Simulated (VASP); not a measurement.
# C in VASP: single point with PBE+D3(BJ)

Aim: the single point of C with PBE+D3(BJ).

Program: VASP 6.6.1. These are calculated values, not measurements. Logs are shortened: lines on timing, memory, paths and dates and some standing lists are left out, and cuts for length are marked.

### 1 The cell of the first run

The cell holds a slab with vacuum, 6 atoms: a = 2.465 Å, b = 3.647 Å, c = 18.873 Å, α = 90.00°, β = 90.00°, γ = 109.75°.

### 2 Single point, PBE+D3(BJ)

INCAR reads:

```
SYSTEM = C
ALGO = Normal ; DIPOL = 0.5 0.5 0.500
EDIFF = 1E-7 ; ENCUT = 520
GGA = PE ; IDIPOL = 3
ISIF = 2 ; ISMEAR = 0
ISYM = 0 ; IVDW = 12
LASPH = .TRUE. ; LCHARG = .TRUE.
LDIPOL = .TRUE. ; LELF = .TRUE.
LREAL = .FALSE. ; LVACPOTAV = .TRUE.
LVHAR = .TRUE. ; LWAVE = .FALSE.
NBANDS = 21 ; NELM = 80
PREC = Accurate ; SIGMA = 0.05
```

KPOINTS reads:

```
k-points
0
G
  11 8 1
  0 0 0
```

POSCAR reads:

```
C
1.0
    2.4649574482      0.0000000000      0.0000000000
   -1.2324787241      3.4327787801      0.0000000000
    0.0000000000      0.0000000000     18.8725659617
C
6
Direct
    0.8036240018      0.6072480037      0.3709087579
    0.3252802457      0.6505604913      0.4077805924
    0.3680761257      0.7361522513      0.4815640827
    0.8894744648      0.7789332724      0.5175008410
    0.9349159228      0.8697886468      0.5946309253
    0.4543066056      0.9085389599      0.6267119314
```

Potentials or basis: VASP PAW PBE potentials, release 64 (C).

Started as:

```console
$ cat potpaw_PBE.64/C/POTCAR > POTCAR
$ mpirun -np 1 vasp_std > vasp.out
```

OUTCAR:

```text
SYSTEM = C
   EDIFF = 1E-7
   ENCUT = 520
   GGA = PE
   ISIF = 2
   ISMEAR = 0
   ISYM = 0
   IVDW = 12
   LASPH = .TRUE.
   LREAL = .FALSE.
   NELM = 80
   PREC = Accurate
 IVDW          = 12

 ion  position               nearest neighbor table
   1  0.804  0.607  0.371-   2 1.42   2 1.42
   2  0.325  0.651  0.408-   1 1.42   3 1.42   1 1.42
   3  0.368  0.736  0.482-   4 1.41   4 1.41   2 1.42
   4  0.889  0.779  0.518-   3 1.41   3 1.41   5 1.49
   5  0.935  0.870  0.595-   6 1.38   6 1.38   4 1.49
   6  0.454  0.909  0.627-   5 1.38   5 1.38

IMPORTANT INFORMATION: All symmetrisations will be switched off!
NOSYMM: (Re-)initialisation of all symmetry stuff for point group C_1.

----------------------------------------------------------------------------------------

                                     Primitive cell

  volume of cell :     159.6931

  direct lattice vectors                    reciprocal lattice vectors
     2.464957448  0.000000000  0.000000000     0.405686516  0.145654594  0.000000000
    -1.232478724  3.432778780  0.000000000     0.000000000  0.291309188  0.000000000
     0.000000000  0.000000000 18.872565962     0.000000000  0.000000000  0.052986965

  length of vectors
     2.464957448  3.647324219 18.872565962     0.431041541  0.291309188  0.052986965

  position of ions in fractional coordinates (direct lattice)
     0.803624002  0.607248004  0.370908758
     0.325280246  0.650560491  0.407780592
     0.368076126  0.736152251  0.481564083
     0.889474465  0.778933272  0.517500841
     0.934915923  0.869788647  0.594630925
     0.454306606  0.908538960  0.626711931

  ion indices of the primitive-cell ions
   primitive index   ion index
                 1           1
                 2           2
                 3           3
                 4           4
                 5           5
                 6           6

----------------------------------------------------------------------------------------

 KPOINTS: k-points

Automatic generation of k-mesh.
 Grid dimensions read from file:
 generate k-points for:   11    8    1

 Generating k-lattice:

  Cartesian coordinates                     Fractional coordinates (reciprocal lattice)
     0.036880592  0.013241327  0.000000000     0.090909091 -0.000000000  0.000000000
     0.000000000  0.036413649  0.000000000     0.000000000  0.125000000  0.000000000
     0.000000000  0.000000000  0.052986965     0.000000000  0.000000000  1.000000000

  Length of vectors
     0.039185595  0.036413649  0.052986965

  Shift w.r.t. Gamma in fractional coordinates (k-lattice)
     0.000000000  0.000000000  0.000000000

 -----------------------------------------------------------------------------
|                                                                             |
|           W    W    AA    RRRRR   N    N  II  N    N   GGGG   !!!           |
|           W    W   A  A   R    R  NN   N  II  NN   N  G    G  !!!           |
|           W    W  A    A  R    R  N N  N  II  N N  N  G       !!!           |
|           W WW W  AAAAAA  RRRRR   N  N N  II  N  N N  G  GGG   !            |
|           WW  WW  A    A  R   R   N   NN  II  N   NN  G    G                |
|           W    W  A    A  R    R  N    N  II  N    N   GGGG   !!!           |
|                                                                             |
|     Your reciprocal lattice and k-lattice belong to different lattice       |
|     classes:                                                                |
|                                                                             |
|        The reciprocal lattice is base centered orthorhombic,                |
|        whereas your k-lattice is simple monoclinic.                         |
|                                                                             |
|     Results are often still useful ...                                      |
|                                                                             |
 -----------------------------------------------------------------------------

 WARNING: IBZKPT: internal override: KBLOWUP is changed to .FALSE.
      ... skipping the blow-up phase ...

 Subroutine IBZKPT returns following result:
 ===========================================

 Found     45 irreducible k-points:

 Following reciprocal coordinates:
            Coordinates               Weight
  0.000000  0.000000  0.000000      1.000000
  0.090909 -0.000000  0.000000      2.000000
  0.181818 -0.000000  0.000000      2.000000
  0.272727  0.000000  0.000000      2.000000
  0.363636 -0.000000  0.000000      2.000000
  0.454545 -0.000000  0.000000      2.000000
[... 16 lines left out ...]
  0.454545  0.250000  0.000000      2.000000
 -0.454545  0.250000  0.000000      2.000000
 [... further k-points ...]
   k-points           NKPTS =     45   k-points in BZ     NKDIM =     45   number of bands    NBANDS=     21
   number of dos      NEDOS =    301   number of ions     NIONS =      6
   total plane-waves  NPLWV =  70560
   dimension x,y,z NGX =    18 NGY =   28 NGZ =  140
   dimension x,y,z NGXF=    36 NGYF=   56 NGZF=  280
   ions per type =               6
   NGX,Y,Z   is equivalent  to a cutoff of  12.14, 12.76, 12.33 a.u.
   NGXF,Y,Z  is equivalent  to a cutoff of  24.28, 25.52, 24.66 a.u.
 SYSTEM =  C
   PREC   = accura    normal or accurate (medium, high low for compatibility)
   ISTART =      0    job   : 0-new  1-cont  2-samecut
   ICHARG =      2    charge: 1-file 2-atom 10-const
   ISPIN  =      1    spin polarized calculation?
   LNONCOLLINEAR =      F non collinear calculations
   LSORBIT =      F    spin-orbit coupling
   LASPH  =      T    aspherical Exc in radial PAW
   ENCUT  =  520.0 eV  38.22 Ry    6.18 a.u.   4.58  6.78 35.09*2*pi/ulx,y,z
   NELM   =     80;   NELMIN=  2; NELMDL= -5     # of ELM steps
   EDIFF  = 0.1E-06   stopping-criterion for ELM
   LREAL  =      F    real-space projection
   EDIFFG = 0.1E-05   stopping-criterion for IOM
   NSW    =      0    number of steps for IOM
   IBRION =     -1    ionic relax: 0-MD 1-quasi-New 2-CG
   NFREE  =      0    steps in history (QN), initial steepest desc. (CG)
   ISIF   =      2    stress and relaxation
   ISYM   =      0    0-nonsym 1-usesym 2-fastsym
   POTIM  = 0.5000    time-step for ionic-motion
   TEBEG  =    0.0;   TEEND  =   0.0 temperature during run
   PSTRESS=    0.0 pullay stress
   NELECT =      24.0000    total number of electrons
   NUPDOWN=      -1.0000    fix difference up-down
   EMIN   =  10.00;   EMAX   =-10.00  energy-range for DOS
   EFERMI =   0.00;   METHOD = LEGACY
   ISMEAR =     0;   SIGMA  =   0.05  broadening in eV -4-tet -1-fermi 0-gaus
   EFERMI_NEDOS =   21; number of points for ismear=-14 and -15
   IALGO  =     38    algorithm
   IMIX   =      4    mixing-type and parameters
     AMIX     =   0.40;   BMIX     =  1.00
     AMIX_MAG =   1.60;   BMIX_MAG =  1.00
  volume/ion in A,a.u.               =      26.62       179.61
  Fermi-wavevector in a.u.,A,eV,Ry     =   0.870395  1.644809 10.307609  0.757588
  Thomas-Fermi vector in A             =   1.989354
   LORBIT       =      0    0 simple, 1 ext, 2 COOP (PROOUT), +10 PAW based schemes
   GGA     = PE    functional components
   LHFCALC =     F    Hartree Fock is set to
   AEXX    =    0.0000 exact exchange contribution
   IVDW    =    12    specifies the selected vdW correction
   LEPSILON=     F    determine dielectric tensor
   LRPA    =     F    only Hartree local field effects (RPA)
 non-spin polarized calculation
 Gauss-broadening in eV      SIGMA  =   0.05
  energy-cutoff  :      520.00
  volume of cell :      159.69
 maximum number of plane-waves:      4347
   NGX =  9   NGY = 13   NGZ = 71

 dipolmoment           0.000000      0.000000      0.003012 electrons x Angstroem

 number of electron      24.0000000 magnetization

 dipolmoment           0.000000      0.000000     -0.024510 electrons x Angstroem

 Free energy of the ion-electron system (eV)
  ---------------------------------------------------
  ext. energy  EPLUGINS =         0.00000000
  ---------------------------------------------------
  free energy    TOTEN  =       -48.84715747 eV

  energy without entropy =      -48.84158670  energy(sigma->0) =      -48.84437208

 E-fermi :  -3.0445     XC(G=0):  -4.3052

 val. band max:       -3.0492931708   @ k =   0.2727   0.0000   0.0000
 cond. band min:      -3.0367285819   @ k =  -0.3636   0.3750   0.0000
 fundamental gap:      0.0125645889
 Fermi energy:        -3.0445234002

 k-point     1 :       0.0000    0.0000    0.0000
  band No.  band energies     occupation
      1     -21.8660      2.00000
      2     -20.1424      2.00000
      3     -17.7641      2.00000
      4     -13.2944      2.00000
      5      -9.2453      2.00000
      6      -8.9585      2.00000
[... 13 lines left out ...]
     20       4.9699      0.00000
     21       5.0467      0.00000

 k-point     2 :       0.0909   -0.0000    0.0000
  band No.  band energies     occupation
      1     -21.7148      2.00000
      2     -19.9972      2.00000
      3     -17.6314      2.00000
      4     -13.1917      2.00000
      5      -9.5467      2.00000
      6      -9.2373      2.00000
[... 13 lines left out ...]
     20       4.9484      0.00000
     21       5.8036      0.00000

 k-point     3 :       0.1818   -0.0000    0.0000
  band No.  band energies     occupation
      1     -21.2636      2.00000
      2     -19.5643      2.00000
      3     -17.2350      2.00000
      4     -12.9433      2.00000
      5     -10.9221      2.00000
      6      -9.9240      2.00000
[... 13 lines left out ...]
     20       5.4461      0.00000
     21       5.7446      0.00000

 k-point     4 :       0.2727    0.0000    0.0000
  band No.  band energies     occupation
      1     -20.5199      2.00000
      2     -18.8529      2.00000
      3     -16.5800      2.00000
      4     -13.2997      2.00000
      5     -11.9420      2.00000
      6     -11.4959      2.00000
[... 13 lines left out ...]
     20       6.1554      0.00000
     21       6.5097      0.00000

 k-point     5 :       0.3636   -0.0000    0.0000
  band No.  band energies     occupation
      1     -19.4982      2.00000
      2     -17.8879      2.00000
      3     -15.6779      2.00000
      4     -14.9001      2.00000
      5     -13.4331      2.00000
      6     -11.6484      2.00000
[... 13 lines left out ...]
     20       7.0400      0.00000
     21       7.5172      0.00000
[... 382 lines left out ...]
     20       7.6056      0.00000
     21       7.9450      0.00000

 k-point    22 :       0.3636    0.2500    0.0000
  band No.  band energies     occupation
      1     -19.3404      2.00000
      2     -17.7655      2.00000
      3     -15.5904      2.00000
      4     -14.9975      2.00000
      5     -13.5148      2.00000
      6     -11.7011      2.00000
[... 13 lines left out ...]
     20       8.1132      0.00000
     21       8.8484      0.00000

 k-point    23 :       0.4545    0.2500    0.0000
  band No.  band energies     occupation
      1     -18.1086      2.00000
      2     -17.0454      2.00000
      3     -16.2108      2.00000
      4     -15.1339      2.00000
      5     -14.4611      2.00000
      6     -13.2284      2.00000
[... 13 lines left out ...]
     20       9.0654      0.00000
     21       9.2176      0.00000

 k-point    24 :      -0.4545    0.2500    0.0000
  band No.  band energies     occupation
      1     -18.3162      2.00000
      2     -17.0148      2.00000
      3     -16.2225      2.00000
      4     -14.9919      2.00000
      5     -14.5791      2.00000
      6     -13.1269      2.00000
[... 13 lines left out ...]
     20       7.5650      0.00000
     21       8.1836      0.00000

 [... further k-points ...]

------------------------ aborting loop because EDIFF is reached ----------------------------------------

 Edisp (eV)   -0.70586

 E8    (eV) :    -0.2107

  FORCE on cell =-STRESS in cart. coord.  units (eV):
  Direction    XX          YY          ZZ          XY          YZ          ZX
  --------------------------------------------------------------------------------------
  -------------------------------------------------------------------------------------
  Total       0.05587    -0.21734     1.08218     0.00448     0.26111    -0.00461
  in kB       0.56055    -2.18054    10.85734     0.04497     2.61969    -0.04627
  external pressure =        3.08 kB  Pullay stress =        0.00 kB

 VOLUME and BASIS-vectors are now :
 -----------------------------------------------------------------------------
  energy-cutoff  :      520.00
  volume of cell :      159.69
      direct lattice vectors                 reciprocal lattice vectors
     2.464957448  0.000000000  0.000000000     0.405686516  0.145654594  0.000000000
    -1.232478724  3.432778780  0.000000000     0.000000000  0.291309188  0.000000000
     0.000000000  0.000000000 18.872565962     0.000000000  0.000000000  0.052986965

 POSITION                                       TOTAL-FORCE (eV/Angst)
 -----------------------------------------------------------------------------------
      1.23248      2.08455      7.00000         0.000346      0.345518      1.712711
      0.00000      2.23323      7.69587        -0.000282     -0.681665     -3.282668
      0.00000      2.52705      9.08835         0.002193      0.321280      1.519060
      1.23250      2.67391      9.76657        -0.001711      0.001508      0.001112
      1.23253      2.98579     11.22221         0.002124      0.003385      0.007731
      0.00009      3.11881     11.82766        -0.002670      0.009973      0.042053
 -----------------------------------------------------------------------------------
    total drift:                               -0.000054     -0.000103      0.000074

  FREE ENERGIE OF THE ION-ELECTRON SYSTEM (eV)
  ---------------------------------------------------
  free  energy   TOTEN  =       -49.5530167395 eV

  energy  without entropy=      -49.5474459711  energy(sigma->0) =      -49.55023136

 vacuum level on the upper side and lower side of the slab         3.342         3.866
```

Run time: 2.2 min. Hardware: 1 thread of Intel Xeon Platinum 8559C (Emerald Rapids), shared host; peak memory 0.32 GiB.

Results:

```yaml
Free_energy: -49.5530 eV
Largest_force: 3.353 eV/Å
Band_gap_on_the_k_mesh: zero (band 12 reaches -2.95 eV, above the bottom of band 13 at -3.09 eV)
Dispersion_energy_per_atom: -0.118 eV
```

Forces in eV/Å, atoms in the order of the input:
```
C    0.000  0.346  1.713
C    0.000 -0.682 -3.283
C    0.002  0.321  1.519
C   -0.002  0.002  0.001
C    0.002  0.003  0.008
C   -0.003  0.010  0.042
```
